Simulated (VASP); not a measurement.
A run of VASP 6.6.1 is set up as follows.

The input INCAR:

```
PREC = Accurate
ENCUT = 520
EDIFF = 1E-6
ISMEAR = 0
SIGMA = 0.1
LREAL = False
LASPH = True
NELM = 100
ALGO = Normal
ISIF = 2
LWAVE = False
LCHARG = False
LDIPOL = True
IDIPOL = 3
DIPOL = 0.5 0.5 0.338
GGA = PE
NBANDS = 84
```

File KPOINTS:

```
regular mesh
0
Gamma
  5 6 1
```

The input POSCAR:

```
Ti12H
1.0
    5.8763264169      0.0000000000      0.0000000000
    0.0000000000      4.6504654180      0.0000000000
    0.0000000000      0.0000000000     21.2842241737
Ti H
12 1
Direct
    0.0000000000      0.7500000000      0.1879326194
    0.5000000000      0.7500000000      0.1879326194
    0.2500000000      0.2500000000      0.2277825407
    0.7500000000      0.2500000000      0.2277825407
    0.2500000000      0.7500000000      0.3074823835
    0.7500000000      0.7500000000      0.3074823835
    0.0000000000      0.2500000000      0.3461291986
    0.5000000000      0.2500000000      0.3461291986
    0.0000000000      0.7500000000      0.4220680061
    0.5000000000      0.7500000000      0.4220680061
    0.2500000000      0.2500000000      0.4596937193
    0.7500000000      0.2500000000      0.4596937193
    0.2500000000      0.5833333333      0.4898145784
```

Potentials or basis: VASP PAW PBE potentials, release 64 (Ti_sv, H).

The run is started by

```sh
$ cat potpaw_PBE.64/Ti_sv/POTCAR potpaw_PBE.64/H/POTCAR > POTCAR
$ mpirun -np 1 vasp_std > vasp.out
```

**Question.** What does it give for the largest force?

**Answer.** 2.268 eV/Å.

**Question.** Estimate the band gap on the k mesh.

**Answer.** Zero (an odd number of electrons rules out a gap without spin polarisation).

Forces on the atoms (eV/Å):
```
Ti  -0.015  0.008  0.345
Ti   0.015  0.008  0.345
Ti   0.000 -0.011  0.064
Ti   0.000 -0.007  0.083
Ti   0.000  0.073 -0.323
Ti   0.000  0.029 -0.457
Ti   0.015 -0.065  0.000
Ti  -0.015 -0.065  0.000
Ti   0.249 -0.214  0.456
Ti  -0.249 -0.214  0.456
Ti   0.000 -1.656 -0.829
Ti   0.000 -0.156 -0.141
H    0.000  2.268  0.001
```
